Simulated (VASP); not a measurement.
# Nb16H (a cell with a defect) in VASP: single point with PBE

Aim: the single point of Nb16H (a cell with a defect) with PBE.

All numbers are computed with VASP 6.6.1; they aren't measurements. Logs are shortened: lines on timing, memory, paths and dates and some standing lists are left out, and cuts for length are marked.

## 1. The cell of the first run

The cell holds a defect, 17 atoms: a = 6.600 Å, b = 6.600 Å, c = 6.600 Å, α = 90.00°, β = 90.00°, γ = 90.00°.

## 2. Single point, PBE

The input, INCAR:

```
SYSTEM = Nb16H
ALGO = Normal
EDIFF = 1E-6
ENCUT = 520
GGA = PE
ISIF = 2
ISMEAR = 0
LASPH = .TRUE.
LCHARG = .FALSE.
LREAL = Auto
LWAVE = .FALSE.
NBANDS = 118
NELM = 100
PREC = Accurate
SIGMA = 0.05
```

The input, KPOINTS:

```
k-points
0
G
  3 3 3
  0 0 0
```

The input, POSCAR:

```
Nb16H
1.0
    6.6000000000      0.0000000000      0.0000000000
    0.0000000000      6.6000000000      0.0000000000
    0.0000000000      0.0000000000      6.6000000000
Nb H
16 1
Direct
    0.0001795455     -0.0012748485      0.0004574242
    0.5058204545     -0.0065098485      0.0004021212
    0.0001053030      0.5004843939      0.0004496970
   -0.0023633333     -0.0004287879      0.5004339394
    0.2443800000      0.2496242424      0.2564995455
    0.5057680303      0.5056113636      0.0003777273
    0.4983748485     -0.0003981818      0.5004224242
    0.7499274242      0.2495663636      0.2513369697
   -0.0024295455      0.4996928788      0.5004286364
    0.2517443939      0.7495998485      0.2503792424
    0.2444162121      0.2496474242      0.7444368182
    0.4983483333      0.4995995455      0.5004071212
    0.7525289394      0.7495862121      0.2504653030
    0.7500010606      0.2495742424      0.7495031818
    0.2517745455      0.7496153030      0.7504686364
    0.7525998485      0.7495930303      0.7503096970
    0.3751674242      0.2494748485      0.0005278788
```

Potentials or basis: VASP PAW PBE potentials, release 64 (Nb_sv, H).

Launch:

```sh
$ cat potpaw_PBE.64/Nb_sv/POTCAR potpaw_PBE.64/H/POTCAR > POTCAR
$ mpirun -np 1 vasp_std > vasp.out
```

OUTCAR:

```text
SYSTEM = Nb16H
   EDIFF = 1E-6
   ENCUT = 520
   GGA = PE
   ISIF = 2
   ISMEAR = 0
   LASPH = .TRUE.
   LREAL = Auto
   NELM = 100
   PREC = Accurate

 ion  position               nearest neighbor table
   1  0.000  0.999  0.000-  13 2.85  16 2.85  10 2.86  15 2.86   5 2.86  11 2.86   8 2.87  14 2.87

   2  0.506  0.993  0.000-  17 1.90  13 2.82  16 2.82  15 2.85  10 2.85   8 2.86  14 2.86  11 2.95
                             5 2.95
   3  0.000  0.500  0.000-  13 2.85  16 2.85  10 2.86  15 2.86  11 2.86   5 2.86  14 2.87   8 2.87

   4  0.998  1.000  0.500-   5 2.82  11 2.82  16 2.84  13 2.84  14 2.85   8 2.85  15 2.87  10 2.87

   5  0.244  0.250  0.256-  17 1.90   4 2.82   9 2.82  12 2.85   7 2.85   1 2.86   3 2.86   6 2.95
                             2 2.95
   6  0.506  0.506  0.000-  17 1.90  13 2.82  16 2.82  15 2.85  10 2.85  14 2.86   8 2.86  11 2.95
                             5 2.95
   7  0.498  1.000  0.500-  15 2.85  10 2.85   5 2.85  11 2.85   8 2.86  14 2.86  16 2.87  13 2.87

   8  0.750  0.250  0.251-   4 2.85   9 2.85   7 2.86  12 2.86   2 2.86   6 2.86   1 2.87   3 2.87

   9  0.998  0.500  0.500-   5 2.82  11 2.82  16 2.84  13 2.84  14 2.85   8 2.85  10 2.87  15 2.87

  10  0.252  0.750  0.250-  12 2.85   7 2.85   2 2.85   6 2.85   1 2.86   3 2.86   9 2.87   4 2.87

  11  0.244  0.250  0.744-  17 1.90   4 2.82   9 2.82  12 2.85   7 2.85   3 2.86   1 2.86   6 2.95
                             2 2.95
  12  0.498  0.500  0.500-  10 2.85  15 2.85   5 2.85  11 2.85   8 2.86  14 2.86  13 2.87  16 2.87

  13  0.753  0.750  0.250-   2 2.82   6 2.82   9 2.84   4 2.84   3 2.85   1 2.85  12 2.87   7 2.87

  14  0.750  0.250  0.750-   4 2.85   9 2.85   7 2.86  12 2.86   6 2.86   2 2.86   3 2.87   1 2.87

  15  0.252  0.750  0.750-   7 2.85  12 2.85   2 2.85   6 2.85   1 2.86   3 2.86   4 2.87   9 2.87

  16  0.753  0.750  0.750-   2 2.82   6 2.82   9 2.84   4 2.84   3 2.85   1 2.85   7 2.87  12 2.87

  17  0.375  0.249  0.001-   2 1.90   5 1.90   6 1.90  11 1.90

  LATTYP: Found a simple cubic cell.
 ALAT       =     6.6000000000

  Lattice vectors:

 A1 = (   6.6000000000,   0.0000000000,   0.0000000000)
 A2 = (   0.0000000000,   6.6000000000,   0.0000000000)
 A3 = (   0.0000000000,   0.0000000000,   6.6000000000)

Analysis of symmetry for initial positions (statically):
=====================================================================
 Subroutine PRICEL returns:
 Original cell was already a primitive cell.

 Routine SETGRP: Setting up the symmetry group for a
 simple cubic supercell.

 Subroutine GETGRP returns: Found  1 space group operations
 (whereof  1 operations were pure point group operations)
 out of a pool of 48 trial point group operations.

The static configuration has the point symmetry C_1 .

Analysis of symmetry for dynamics (positions and initial velocities):
=====================================================================
 Subroutine PRICEL returns:
 Original cell was already a primitive cell.

 Routine SETGRP: Setting up the symmetry group for a
 simple cubic supercell.

 Subroutine GETGRP returns: Found  1 space group operations
 (whereof  1 operations were pure point group operations)
 out of a pool of 48 trial point group operations.

The dynamic configuration has the point symmetry C_1 .

 Subroutine INISYM returns: Found  1 space group operations
 (whereof  1 operations are pure point group operations),
 and found     1 'primitive' translations

----------------------------------------------------------------------------------------

                                     Primitive cell

  volume of cell :     287.4960

  direct lattice vectors                    reciprocal lattice vectors
     6.600000000  0.000000000  0.000000000     0.151515152  0.000000000  0.000000000
     0.000000000  6.600000000  0.000000000     0.000000000  0.151515152  0.000000000
     0.000000000  0.000000000  6.600000000     0.000000000  0.000000000  0.151515152

  length of vectors
     6.600000000  6.600000000  6.600000000     0.151515152  0.151515152  0.151515152

  position of ions in fractional coordinates (direct lattice)
     0.000179546  0.998725151  0.000457424
     0.505820454  0.993490151  0.000402121
     0.000105303  0.500484394  0.000449697
     0.997636667  0.999571212  0.500433939
     0.244380000  0.249624242  0.256499545
     0.505768030  0.505611364  0.000377727
[... 9 lines left out ...]
     0.752599848  0.749593030  0.750309697
     0.375167424  0.249474849  0.000527879

  ion indices of the primitive-cell ions
   primitive index   ion index
                 1           1
                 2           2
                 3           3
                 4           4
                 5           5
                 6           6
[... 9 lines left out ...]
                16          16
                17          17

----------------------------------------------------------------------------------------

 KPOINTS: k-points

Automatic generation of k-mesh.
 Grid dimensions read from file:
 generate k-points for:    3    3    3

 Generating k-lattice:

  Cartesian coordinates                     Fractional coordinates (reciprocal lattice)
     0.050505051  0.000000000  0.000000000     0.333333333  0.000000000  0.000000000
     0.000000000  0.050505051  0.000000000     0.000000000  0.333333333  0.000000000
     0.000000000  0.000000000  0.050505051     0.000000000  0.000000000  0.333333333

  Length of vectors
     0.050505051  0.050505051  0.050505051

  Shift w.r.t. Gamma in fractional coordinates (k-lattice)
     0.000000000  0.000000000  0.000000000

 Subroutine IBZKPT returns following result:
 ===========================================

 Found     14 irreducible k-points:

 Following reciprocal coordinates:
            Coordinates               Weight
  0.000000  0.000000  0.000000      1.000000
  0.333333  0.000000  0.000000      2.000000
  0.000000  0.333333  0.000000      2.000000
  0.000000  0.000000  0.333333      2.000000
  0.333333  0.333333  0.000000      2.000000
  0.000000  0.333333  0.333333      2.000000
  0.333333  0.000000  0.333333      2.000000
 -0.333333  0.333333  0.000000      2.000000
 -0.333333  0.000000  0.333333      2.000000
  0.000000 -0.333333  0.333333      2.000000
  0.333333  0.333333  0.333333      2.000000
 -0.333333  0.333333  0.333333      2.000000
 -0.333333 -0.333333  0.333333      2.000000
  0.333333 -0.333333  0.333333      2.000000
   k-points           NKPTS =     14   k-points in BZ     NKDIM =     14   number of bands    NBANDS=    118
   number of dos      NEDOS =    301   number of ions     NIONS =     17
   total plane-waves  NPLWV = 125000
   dimension x,y,z NGX =    50 NGY =   50 NGZ =   50
   dimension x,y,z NGXF=   100 NGYF=  100 NGZF=  100
   ions per type =              16   1
   NGX,Y,Z   is equivalent  to a cutoff of  12.59, 12.59, 12.59 a.u.
   NGXF,Y,Z  is equivalent  to a cutoff of  25.19, 25.19, 25.19 a.u.
 SYSTEM =  Nb16H
   PREC   = accura    normal or accurate (medium, high low for compatibility)
   ISTART =      0    job   : 0-new  1-cont  2-samecut
   ICHARG =      2    charge: 1-file 2-atom 10-const
   ISPIN  =      1    spin polarized calculation?
   LNONCOLLINEAR =      F non collinear calculations
   LSORBIT =      F    spin-orbit coupling
   LASPH  =      T    aspherical Exc in radial PAW
   ENCUT  =  520.0 eV  38.22 Ry    6.18 a.u.  12.27 12.27 12.27*2*pi/ulx,y,z
   NELM   =    100;   NELMIN=  2; NELMDL= -5     # of ELM steps
   EDIFF  = 0.1E-05   stopping-criterion for ELM
   LREAL  =      T    real-space projection
   EDIFFG = 0.1E-04   stopping-criterion for IOM
   NSW    =      0    number of steps for IOM
   IBRION =     -1    ionic relax: 0-MD 1-quasi-New 2-CG
   NFREE  =      0    steps in history (QN), initial steepest desc. (CG)
   ISIF   =      2    stress and relaxation
   ISYM   =      2    0-nonsym 1-usesym 2-fastsym
   POTIM  = 0.5000    time-step for ionic-motion
   TEBEG  =    0.0;   TEEND  =   0.0 temperature during run
   PSTRESS=    0.0 pullay stress
   NELECT =     209.0000    total number of electrons
   NUPDOWN=      -1.0000    fix difference up-down
   EMIN   =  10.00;   EMAX   =-10.00  energy-range for DOS
   EFERMI =   0.00;   METHOD = LEGACY
   ISMEAR =     0;   SIGMA  =   0.05  broadening in eV -4-tet -1-fermi 0-gaus
   EFERMI_NEDOS =   21; number of points for ismear=-14 and -15
   IALGO  =     38    algorithm
   IMIX   =      4    mixing-type and parameters
     AMIX     =   0.40;   BMIX     =  1.00
     AMIX_MAG =   1.60;   BMIX_MAG =  1.00
  volume/ion in A,a.u.               =      16.91       114.12
  Fermi-wavevector in a.u.,A,eV,Ry     =   1.472018  2.781710 29.481589  2.166836
  Thomas-Fermi vector in A             =   2.587083
   LORBIT       =      0    0 simple, 1 ext, 2 COOP (PROOUT), +10 PAW based schemes
   GGA     = PE    functional components
   LHFCALC =     F    Hartree Fock is set to
   AEXX    =    0.0000 exact exchange contribution
   IVDW    =     0    specifies the selected vdW correction
   LEPSILON=     F    determine dielectric tensor
   LRPA    =     F    only Hartree local field effects (RPA)
 non-spin polarized calculation
 Gauss-broadening in eV      SIGMA  =   0.05
  energy-cutoff  :      520.00
  volume of cell :      287.50
 maximum number of plane-waves:      7809
 NGX is ok and might be reduce to    50
   NGX = 25   NGY = 25   NGZ = 25

 number of electron     209.0000019 magnetization

 Free energy of the ion-electron system (eV)
  ---------------------------------------------------
  ext. energy  EPLUGINS =         0.00000000
  ---------------------------------------------------
  free energy    TOTEN  =      -167.48057484 eV

  energy without entropy =     -167.46794924  energy(sigma->0) =     -167.47426204

 E-fermi :  11.2476     XC(G=0): -12.5427

 val. band max:       11.2296724001   @ k =   0.3333   0.0000   0.0000
 cond. band min:      11.2783409125   @ k =  -0.3333   0.3333   0.0000
 fundamental gap:      0.0486685124
 Fermi energy:        11.2476072509

 k-point     1 :       0.0000    0.0000    0.0000
  band No.  band energies     occupation
      1     -43.0812      2.00000
      2     -42.8962      2.00000
      3     -42.8825      2.00000
      4     -42.8822      2.00000
      5     -42.8608      2.00000
      6     -42.8453      2.00000
[... 1655 lines left out ...]
    115      13.6684      0.00000
    116      13.7230      0.00000
 [bands above 116 left out]

------------------------ aborting loop because EDIFF is reached ----------------------------------------

  FORCE on cell =-STRESS in cart. coord.  units (eV):
  Direction    XX          YY          ZZ          XY          YZ          ZX
  --------------------------------------------------------------------------------------
  -------------------------------------------------------------------------------------
  Total        3.6401750      4.0752288      4.0698212     -0.0043993      0.0013878     -0.0030223
  in kB       20.2862154     22.7107134     22.6805771     -0.0245168      0.0077338     -0.0168426
  external PRESSURE =      21.8925020 kB  Pullay stress =       0.0000000 kB

 VOLUME and BASIS-vectors are now :
 -----------------------------------------------------------------------------
  energy-cutoff  :      520.00
  volume of cell :      287.50
      direct lattice vectors                 reciprocal lattice vectors
     6.600000000  0.000000000  0.000000000     0.151515152  0.000000000  0.000000000
     0.000000000  6.600000000  0.000000000     0.000000000  0.151515152  0.000000000
     0.000000000  0.000000000  6.600000000     0.000000000  0.000000000  0.151515152

 POSITION                                       TOTAL-FORCE (eV/Angst)
 -----------------------------------------------------------------------------------
      0.00119      6.59159      0.00302        -0.004194      0.002566     -0.001595
      3.33841      6.55703      0.00265        -0.003299     -0.000518      0.000864
      0.00069      3.30320      0.00297        -0.000929     -0.004065     -0.001999
      6.58440      6.59717      3.30286        -0.006028     -0.009354      0.000398
      1.61291      1.64752      1.69290         0.000392     -0.000975      0.001027
      3.33807      3.33703      0.00249        -0.001954      0.001554      0.001398
[... 9 lines left out ...]
      4.96716      4.94731      4.95204         0.001171     -0.000313     -0.007024
      2.47610      1.64653      0.00348        -0.000995      0.002943     -0.002326
 -----------------------------------------------------------------------------------
    total drift:                               -0.006993      0.001334     -0.000947

  FREE ENERGIE OF THE ION-ELECTRON SYSTEM (eV)
  ---------------------------------------------------
  free  energy   TOTEN  =      -167.4805748399 eV

  energy  without entropy=     -167.4679492369  energy(sigma->0) =     -167.47426204
```

It took 36 min on 1 thread of AMD EPYC 7R13, shared host; peak memory 0.5 GiB.

Results:

```
Free energy            : -167.4806 eV
Pressure               : 2.2 GPa
Largest force          : 0.014 eV/Å
Band gap on the k mesh : zero (an odd number of electrons rules out a gap without spin polarisation)
```

Forces on the atoms (eV/Å):
```
Nb  -0.004  0.003 -0.002
Nb  -0.003 -0.001  0.001
Nb  -0.001 -0.004 -0.002
Nb  -0.006 -0.009  0.000
Nb   0.000 -0.001  0.001
Nb  -0.002  0.002  0.001
Nb  -0.001 -0.010  0.000
Nb   0.008  0.001 -0.005
Nb  -0.004  0.008  0.000
Nb   0.001  0.000  0.013
Nb   0.002 -0.002 -0.001
Nb  -0.001  0.010  0.000
Nb   0.004 -0.001  0.009
Nb   0.005  0.002  0.006
Nb   0.001  0.000 -0.013
Nb   0.001  0.000 -0.007
H   -0.001  0.003 -0.002
```

The gap in the log of VASP goes by the Fermi energy; the results here count the filled bands.